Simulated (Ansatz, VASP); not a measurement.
This is a calculation of BeTe for VASP 6.6.1.

The input POSCAR:

```
BeTe
1.0
    0.0000000000      2.7883449055      2.7883449055
    2.7883449055      0.0000000000      2.7883449055
    2.7883449055      2.7883449055      0.0000000000
Te Be
1 1
Direct
    0.7500000000      0.7500000000      0.7500000000
    0.0000000000      0.0000000000      0.0000000000
```

The input INCAR.step1:

```
PREC = Accurate ; ENCUT = 520
EDIFF = 1E-5 ; ISMEAR = -1
SIGMA = 0.05 ; LREAL = False
LASPH = True ; NELM = 60
ALGO = Normal ; ISIF = 2
LWAVE = True ; GGA = PE
NBANDS = 11
```

File INCAR.step2:

```
PREC = Accurate ; ENCUT = 520
EDIFF = 1E-6 ; ISMEAR = -1
SIGMA = 0.05 ; LREAL = False
LASPH = True ; NELM = 60
ALGO = Normal ; ISIF = 2
LWAVE = False ; LCHARG = True
GGA = PE ; LHFCALC = True
HFSCREEN = 0.2079 ; PRECFOCK = Normal
LELF = True ; LVHAR = True
ISTART = 1 ; NBANDS = 11
```

KPOINTS

```
Automatic mesh
0
Gamma
  6 6 6
```

Potentials or basis: VASP PAW PBE potentials, release 64 (Te, Be).

Command:

```console
$ cat potpaw_PBE.64/Te/POTCAR potpaw_PBE.64/Be/POTCAR > POTCAR
$ cp INCAR.step1 INCAR
$ mpirun -np 1 vasp_std > vasp.out
$ cp INCAR.step2 INCAR
$ mpirun -np 1 vasp_std > vasp.out
```

Question: Translate it to Ansatz 0.2.0. Potentials there: Ansatz PAW.

Answer: As run (the cutoff follows the program's own potentials):

input

```
crystal:
  lattice:
    - [0.0, 2.7883449055, 2.7883449055]
    - [2.7883449055, 0.0, 2.7883449055]
    - [2.7883449055, 2.7883449055, 0.0]
  atoms:
    - { symbol: Te, position: [0.75, 0.75, 0.75] }
    - { symbol: Be, position: [0.0, 0.0, 0.0] }
hamiltonian:
  xc: hse06
  pseudopotentials: { kind: paw }
kpoints:
  mp_grid: { grid: [6, 6, 6] }
scf:
  occupations: { method: fermi_dirac, width: 0.05 }
output:
  forces: true
  stress: true
  eigenvalues: true
```

Both were run:

|  | VASP | Ansatz | Ansatz less VASP |
| --- | --- | --- | --- |
| gap on the k mesh at the Fermi level (eV) | 2.56 | 2.58 | +0.025 |
| least direct gap on the mesh (eV) | 4.44 | 4.44 | +0.001 |
| pressure (GPa) | 1.7 | 1.9 | +0.12 |

VASP's potentials hold 8 valence electrons a cell and Ansatz's 18, so a difference there can come from the potentials and not from the codes.

Neither program's run includes spin-orbit coupling.
